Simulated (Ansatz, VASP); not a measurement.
**Ta: VASP beside Ansatz**

INCAR

```
ALGO = Normal ; EDIFF = 1E-7
ENCUT = 520 ; GGA = CA
ISIF = 2 ; ISMEAR = -1
LASPH = T ; LCHARG = T
LELF = T ; LREAL = F
LVHAR = T ; LWAVE = F
NBANDS = 30 ; NELM = 60
PREC = Accurate ; SIGMA = 0.1
```

Contents of KPOINTS:

```
k-points
0
Gamma
  14 14 4
```

File POSCAR:

```
Ta
1.0
    2.8565593374      0.0000000000      0.0000000000
   -1.4282796687      2.4738529536      0.0000000000
    0.0000000000      0.0000000000     10.0276290031
Ta
4
Direct
    0.0000000000      1.0000000000      1.0000000000
    0.0000000000      0.0000000000      0.5000000000
    0.3333333333      0.6666666667      0.2500000000
    0.6666666667      0.3333333333      0.7500000000
```

Input for Ansatz:

```yaml
crystal:
  lattice:
    - [2.8565593374, 0.0, 0.0]
    - [-1.4282796687, 2.4738529536, 0.0]
    - [0.0, 0.0, 10.0276290031]
  atoms:
    - { symbol: Ta, position: [0.0, 1.0, 1.0] }
    - { symbol: Ta, position: [0.0, 0.0, 0.5] }
    - { symbol: Ta, position: [0.3333333333, 0.6666666667, 0.25] }
    - { symbol: Ta, position: [0.6666666667, 0.3333333333, 0.75] }
hamiltonian:
  xc: lda
  pseudopotentials:
    kind: paw
    azcp:
      Ta: "pseudopotentials/Ta.paw.azcp"
basis:
  ecutwfc: 420
  fft_grid_basis: typed
kpoints:
  mp_grid: { grid: [14, 14, 4], shift: [0, 0, 0] }
magnetization:
  spin_polarized: false
scf:
  occupations: { method: fermi_dirac, width: 0.1 }
  lower_state_search: "off"
output:
  stress: true
```

Alike in both runs: task single point; functional LDA; k mesh 14 × 14 × 4; occupations fermi-dirac, width 0.1 eV; no spin polarisation.

|  | VASP | Ansatz |
| --- | --- | --- |
| version | VASP 6.6.1 | Ansatz 0.2.0 |
| potentials or method | VASP PAW LDA potentials, release 64 (Ta_pv), cutoff 520 eV | plane waves (420 eV) with PAW, scalar-relativistic |
| valence electrons in the cell | 44 | 52 |

```csv
,VASP,Ansatz,Ansatz less VASP
pressure (GPa),0.7,0.0,-0.76
"traceless stress, the component that is largest in VASP (GPa)",0.02,-0.09,-0.113
```

Ansatz warns that its potentials were made for another functional, while VASP's fit it. LDA's correlation is that of Perdew and Zunger in VASP and of Perdew and Wang (1992) in Ansatz. VASP's potentials hold 44 valence electrons a cell and Ansatz's 52, so a difference there can come from the potentials and not from the codes.

Spin-orbit coupling is off throughout.
